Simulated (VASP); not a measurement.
# CsPbCl3 (Pm-3m) in VASP: further runs, part 2 of 2

VASP 6.6.1. Earlier steps stand in the parts before.

## 4. Relaxation of cell and atoms, PBE

This run uses another cell than the first one, of 24.89 Å³/atom, 0.661 times its volume.

The input, INCAR:

```
SYSTEM = CsPbCl3
PREC = Accurate
ENCUT = 600
EDIFF = 1E-6
ISMEAR = -1
SIGMA = 0.02
LREAL = .False.
LASPH = .True.
NELM = 60
ALGO = Normal
ISIF = 3
LWAVE = .False.
LCHARG = .False.
GGA = PE
IBRION = 2
NSW = 80
EDIFFG = -0.005
```

The input, KPOINTS:

```
Automatic mesh
0
Gamma
  6 6 6
  0 0 0
```

The input, POSCAR:

```
CsPbCl3
1.0
    4.9929217400      0.0000000000      0.0000000000
    0.0000000000      4.9929217400      0.0000000000
    0.0000000000      0.0000000000      4.9929217400
Cs Pb Cl
1 1 3
Direct
    0.0000000000      0.0000000000      0.0000000000
    0.5000000000      0.5000000000      0.5000000000
    0.5000000000      0.5000000000      0.0000000000
    0.5000000000      0.0000000000      0.5000000000
    0.0000000000      0.5000000000      0.5000000000
```

Potentials or basis: VASP PAW PBE potentials, release 64 (Cs_sv, Pb_d, Cl).

Command:

```console
$ cat potpaw_PBE.64/Cs_sv/POTCAR potpaw_PBE.64/Pb_d/POTCAR potpaw_PBE.64/Cl/POTCAR > POTCAR
$ mpirun -np 1 vasp_std > vasp.out
```

OUTCAR:

```text
SYSTEM = CsPbCl3
   PREC = Accurate
   ENCUT = 600
   EDIFF = 1E-6
   ISMEAR = -1
   LREAL = .False.
   LASPH = .True.
   NELM = 60
   ISIF = 3
   GGA = PE
   IBRION = 2
   NSW = 80
   EDIFFG = -0.005

 ion  position               nearest neighbor table
   1  0.000  0.000  0.000-
   2  0.500  0.500  0.500-   3 2.50   4 2.50   5 2.50   3 2.50   4 2.50   5 2.50
   3  0.500  0.500  0.000-   2 2.50   2 2.50
   4  0.500  0.000  0.500-   2 2.50   2 2.50
   5  0.000  0.500  0.500-   2 2.50   2 2.50

  LATTYP: Found a simple cubic cell.
 ALAT       =     4.9929217400

  Lattice vectors:

 A1 = (   4.9929217400,   0.0000000000,   0.0000000000)
 A2 = (   0.0000000000,   4.9929217400,   0.0000000000)
 A3 = (   0.0000000000,   0.0000000000,   4.9929217400)

Analysis of symmetry for initial positions (statically):
=====================================================================
 Subroutine PRICEL returns:
 Original cell was already a primitive cell.

 Routine SETGRP: Setting up the symmetry group for a
 simple cubic supercell.

 Subroutine GETGRP returns: Found 48 space group operations
 (whereof 48 operations were pure point group operations)
 out of a pool of 48 trial point group operations.

The static configuration has the point symmetry O_h .

Analysis of symmetry for dynamics (positions and initial velocities):
=====================================================================
 Subroutine PRICEL returns:
 Original cell was already a primitive cell.

 Routine SETGRP: Setting up the symmetry group for a
 simple cubic supercell.

 Subroutine GETGRP returns: Found 48 space group operations
 (whereof 48 operations were pure point group operations)
 out of a pool of 48 trial point group operations.

The dynamic configuration has the point symmetry O_h .

 Subroutine INISYM returns: Found 48 space group operations
 (whereof 48 operations are pure point group operations),
 and found     1 'primitive' translations

----------------------------------------------------------------------------------------

                                     Primitive cell

  volume of cell :     124.4699

[... 108 lines left out ...]
     AMIX     =   0.40;   BMIX     =  1.00
     AMIX_MAG =   1.60;   BMIX_MAG =  1.00
  volume/ion in A,a.u.               =      24.89       167.99
  Fermi-wavevector in a.u.,A,eV,Ry     =   1.157544  2.187442 18.230567  1.339909
  Thomas-Fermi vector in A             =   2.294155
   LORBIT       =      0    0 simple, 1 ext, 2 COOP (PROOUT), +10 PAW based schemes
   GGA     = PE    functional components
   LHFCALC =     F    Hartree Fock is set to
   AEXX    =    0.0000 exact exchange contribution
   IVDW    =     0    specifies the selected vdW correction
   LEPSILON=     F    determine dielectric tensor
   LRPA    =     F    only Hartree local field effects (RPA)
 conjugate gradient relaxation of ions
 non-spin polarized calculation
  energy-cutoff  :      600.00
  volume of cell :      124.47
 maximum number of plane-waves:      4224
 NGX is ok and might be reduce to    40
   NGX = 19   NGY = 19   NGZ = 19

--------------------------------------- Ionic step        1  -------------------------------------------

 number of electron      43.9999995 magnetization

 Free energy of the ion-electron system (eV)
  ---------------------------------------------------
  ext. energy  EPLUGINS =         0.00000000
  ---------------------------------------------------
  free energy    TOTEN  =       -14.34371211 eV

  energy without entropy =      -14.34335848  energy(sigma->0) =      -14.34353529

 E-fermi :   7.1133     XC(G=0):  -9.4298

 val. band max:        6.4382118003   @ k =   0.5000   0.5000   0.3333
 cond. band min:       7.1271873561   @ k =   0.5000   0.5000   0.5000
 fundamental gap:      0.6889755558
 Fermi energy:         7.1133242905

 k-point     1 :       0.0000    0.0000    0.0000
  band No.  band energies     occupation
      1     -16.6020      2.00000
      2     -12.6403      2.00000
      3     -12.6403      2.00000
      4     -12.1692      2.00000
      5     -11.3714      2.00000
      6     -11.3714      2.00000
[... 679 lines left out ...]
  FREE ENERGIE OF THE ION-ELECTRON SYSTEM (eV)
  ---------------------------------------------------
  free  energy   TOTEN  =       -17.5424861600 eV

  energy  without entropy=      -17.5424861600  energy(sigma->0) =      -17.54248616

[... ionic steps 4 to 17 ...]

--------------------------------------- Ionic step       18  -------------------------------------------

 number of electron      43.9999997 magnetization

------------------------ aborting loop because EDIFF is reached ----------------------------------------
[... 73 lines left out ...]
--------------------------------------- Ionic step       20  -------------------------------------------

 number of electron      43.9999996 magnetization

 Free energy of the ion-electron system (eV)
  ---------------------------------------------------
  ext. energy  EPLUGINS =         0.00000000
  ---------------------------------------------------
  free energy    TOTEN  =       -17.54608657 eV

  energy without entropy =      -17.54608657  energy(sigma->0) =      -17.54608657

 E-fermi :   1.3935     XC(G=0):  -7.5385

 val. band max:        0.9848227674   @ k =   0.5000   0.5000   0.5000
 cond. band min:       3.1929588745   @ k =   0.5000   0.5000   0.5000
 fundamental gap:      2.2081361071
 Fermi energy:         1.3935489614

 k-point     1 :       0.0000    0.0000    0.0000
  band No.  band energies     occupation
      1     -20.0576      2.00000
      2     -15.5304      2.00000
      3     -15.5304      2.00000
      4     -15.3696      2.00000
      5     -15.3696      2.00000
      6     -15.3696      2.00000
[... 601 lines left out ...]
  FREE ENERGIE OF THE ION-ELECTRON SYSTEM (eV)
  ---------------------------------------------------
  free  energy   TOTEN  =       -17.5460865698 eV

  energy  without entropy=      -17.5460865698  energy(sigma->0) =      -17.54608657

 reached required accuracy - stopping structural energy minimisation
```

OSZICAR:

```text
N       E                     dE             d eps       ncg     rms          rms(c)
DAV:   1     0.485804230172E+03    0.48580E+03   -0.22522E+04  1040   0.187E+03
DAV:   2     0.474083466718E+02   -0.43840E+03   -0.42776E+03  1176   0.421E+02
DAV:   3    -0.120815802268E+02   -0.59490E+02   -0.58215E+02  1320   0.154E+02
DAV:   4    -0.147454483636E+02   -0.26639E+01   -0.26489E+01  1288   0.353E+01
[... 130 lines left out ...]
DAV:   3    -0.175461145450E+02    0.37943E-03   -0.14408E-03  1330   0.378E-01    0.455E-02
DAV:   4    -0.175460943723E+02    0.20173E-04   -0.61626E-05  1560   0.703E-02    0.174E-02
DAV:   5    -0.175460887946E+02    0.55777E-05   -0.85109E-06  1352   0.235E-02    0.626E-03
DAV:   6    -0.175460868729E+02    0.19216E-05   -0.52318E-07   662   0.736E-03    0.122E-03
DAV:   7    -0.175460865698E+02    0.30317E-06   -0.10937E-07   572   0.419E-03
  20 F= -.17546087E+02 E0= -.17546087E+02  d E =-.426506E-03
```

CONTCAR:

```text
CsPbCl3
   1.00000000000000
     5.7308805214884408    0.0000000000000000    0.0000000000000000
     0.0000000000000000    5.7308805214884408    0.0000000000000000
    -0.0000000000000000    0.0000000000000000    5.7308805214884408
  Cs              Pb              Cl
     1     1     3
Direct
     1.0000000000000000    1.0000000000000000    0.0000000000000000
     0.5000000000000000    0.5000000000000000    0.5000000000000000
     0.5000000000000000    0.5000000000000000    0.0000000000000000
     0.5000000000000000    0.0000000000000000    0.5000000000000000
     1.0000000000000000    0.5000000000000000    0.5000000000000000

  0.00000000E+00  0.00000000E+00  0.00000000E+00
  0.00000000E+00  0.00000000E+00  0.00000000E+00
  0.00000000E+00  0.00000000E+00  0.00000000E+00
  0.00000000E+00  0.00000000E+00  0.00000000E+00
  0.00000000E+00  0.00000000E+00  0.00000000E+00
```

Wall time 4.2 min (1 thread of Intel Xeon 6975P-C (Granite Rapids), shared host); peak memory 0.29 GiB.

What came out:

| Property | Result |
| --- | --- |
| Free energy | -17.5461 eV |
| Relaxed volume | 37.64 Å³/atom |
| Relaxed cell | a = 5.731 Å, b = 5.731 Å, c = 5.731 Å, α = 90.00°, β = 90.00°, γ = 90.00° |
| Space group after relaxing (to 0.05 Å) | Pm-3m (No. 221) |
| Energy gained by relaxing | 640.5 meV/atom |
| Ionic steps | 20 |
| Pressure after relaxing | 0.0 GPa |
| Band gap on the k mesh | 2.21 eV, direct |

The path:
```
step  energy change (eV)  largest force (eV/Å)  pressure (GPa)  volume (Å³)
   1              0.0000                0.0000           23.51       124.47
   2             -3.1372                0.0000           -1.36       202.57
   3             -3.1988                0.0000            0.38       185.13
   4             -3.2023                0.0000           -0.04       188.58
   5             -3.2019                0.0000            0.13       187.12
   6             -3.2019                0.0000            0.14       187.13
   7             -3.2019                0.0000            0.13       187.15
   8             -3.2019                0.0000            0.13       187.15
   9             -3.2019                0.0000            0.13       187.15
  10             -3.2019                0.0000            0.13       187.15
  11             -3.2019                0.0000            0.13       187.15
  12             -3.2020                0.0000            0.13       187.15
  13             -3.2020                0.0000            0.13       187.15
  14             -3.2020                0.0000            0.14       187.16
  15             -3.2020                0.0000            0.13       187.18
  16             -3.2020                0.0000            0.12       187.21
  17             -3.2020                0.0000            0.11       187.28
  18             -3.2021                0.0000            0.10       187.41
  19             -3.2023                0.0000            0.07       187.68
  20             -3.2024                0.0000            0.00       188.22
```

Final structure:
```
Cs Pb Cl
1.0
     5.73088    0.00000    0.00000
     0.00000    5.73088    0.00000
     0.00000    0.00000    5.73088
Cs Pb Cl
1 1 3
Direct
  0.00000 0.00000 0.00000
  0.50000 0.50000 0.50000
  0.50000 0.50000 0.00000
  0.50000 0.00000 0.50000
  0.00000 0.50000 0.50000
```

Caveat: the volume moved by over 15 % at a fixed basis, so the end points are rough; spin-orbit coupling is left out, which moves the levels of the heavy elements.

## 5. The runs side by side

| level | potentials or basis | cell | k mesh | gap on the mesh (eV) | pressure (GPa) | relaxed volume (Å³/atom) |
| --- | --- | --- | --- | --- | --- | --- |
| PBEsol | VASP PAW PBE potentials, release 64 (Cs_sv, Pb_d, Cl) | relaxed from a = 5.733 Å, 5 atoms | 4 × 4 × 4 | 1.85 | 0.0 | 35.62 |
| LDA | VASP PAW LDA potentials, release 64 (Cs_sv, Pb_d, Cl) | relaxed from a = 5.733 Å, 5 atoms | 4 × 4 × 4 | 1.53 | 0.0 | 33.88 |
| PBE | VASP PAW PBE potentials, release 64 (Cs_sv, Pb_d, Cl) | relaxed from a = 4.993 Å, 5 atoms | 6 × 6 × 6 | 2.21 | 0.0 | 37.64 |

Alike in all rows: task relaxation of cell and atoms; no spin polarisation; cutoff (eV) 600; smearing fermi-dirac 0.02 eV.

Caveats: spin-orbit coupling is left out, which moves the levels of the heavy elements; the PAW data sets were made with another functional, which shifts forces and pressure a little (some runs); the volume moved by over 15 % at a fixed basis, so the end points are rough (some runs).

Total energies depend on the potentials used, so only differences within one code and one set of settings carry meaning.
